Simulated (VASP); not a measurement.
BaCd3Se4, 8 atoms in the cell. The structure is tetragonal, space group I4/mmm (No. 139). Conventional cell: a = 5.114 Å, b = 5.114 Å, c = 15.399 Å, α = 90.00°, β = 90.00°, γ = 90.00°. Ba (site symmetry 4/mmm) has 8 Se at 3.32 Å and 6 Cd at 3.62 to 4.14 Å within 4.4 Å. Cd (site symmetry 4mm) has 8 Se at 2.93 to 3.26 Å and 5 Cd at 3.56 to 3.66 Å within 3.9 Å. Within 4.4 Å of Cd (site symmetry 4/mmm) lie 8 Se at 3.32 Å and 2 Cd at 3.56 Å and 4 Ba at 3.62 Å. Se (site symmetry 2mm) has 6 Cd at 2.93 to 3.32 Å and 2 Ba at 3.32 Å and 5 Se at 3.46 to 3.62 Å within 3.9 Å. 

| Item | Value |
| --- | --- |
| Program | VASP 6.6.1 |
| Task | single point |
| Functional | PBE |
| Potentials or basis | VASP PAW PBE potentials, release 64 (Ba_sv, Cd, Se) |
| Cutoff | 520 eV |
| k mesh | 3 × 3 × 3 |
| Occupations | gaussian, width 0.15 eV |
| Spin | no spin polarisation |
| Dipole correction | no |
| Further INCAR settings | ALGO = Normal; EDIFF = 1e-07; NBANDS = 45 |

Potentials or basis: VASP PAW PBE potentials, release 64 (Ba_sv, Cd, Se).

The run is started by

```bash
$ cat potpaw_PBE.64/Ba_sv/POTCAR potpaw_PBE.64/Cd/POTCAR potpaw_PBE.64/Se/POTCAR > POTCAR
$ mpirun -np 1 vasp_std > vasp.out
```

Hardware: 1 thread of Intel(R) Xeon(R) Platinum 8375C CPU @ 2.90GHz (Ice Lake), with other jobs on the host.

Q: Estimate the wall time of this run.

A: Run time: 2.7 min on 1 thread of Intel(R) Xeon(R) Platinum 8375C CPU @ 2.90GHz (Ice Lake), with other jobs on the host, peak memory 0.53 GiB. Counts: scf iterations 15, k points 6.
